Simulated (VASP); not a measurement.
SnTe, 2 atoms in the cell. Symmetry: R-3m, No. 166, trigonal system. The conventional cell has a = 4.509 Å, b = 4.509 Å, c = 10.716 Å, α = 90.00°, β = 90.00°, γ = 120.00°. Sn (site symmetry -3m) has 6 Te at 3.16 Å within 4.2 Å. Te (site symmetry -3m) has 6 Sn at 3.16 Å within 4.2 Å.  This cell differs from its parent crystal: equal xy, yz and zx shear strains of -2 %.

- Program: VASP 6.6.1
- Task: single point
- Functional: PBE
- Potentials or basis: VASP PAW PBE potentials, release 64 (Sn_d, Te)
- Cutoff: 520 eV
- k mesh: 11 × 11 × 11
- Occupations: fermi-dirac, width 0.08 eV
- Spin: no spin polarisation
- Dipole correction: no
- Further INCAR settings: ALGO = Normal; EDIFF = 1e-06; NBANDS = 17

Potentials or basis: VASP PAW PBE potentials, release 64 (Sn_d, Te).

Run with:

```sh
$ cat potpaw_PBE.64/Sn_d/POTCAR potpaw_PBE.64/Te/POTCAR > POTCAR
$ mpirun -np 1 vasp_std > vasp.out
```

Hardware: 1 thread of AMD EPYC 9R45 (Zen 5), with other jobs on the host.

Estimate the wall time of this run.

Wall time 3.2 min on 1 thread of AMD EPYC 9R45 (Zen 5) (shared host), peak memory 0.28 GiB. Counts: scf iterations 12, k points 146.
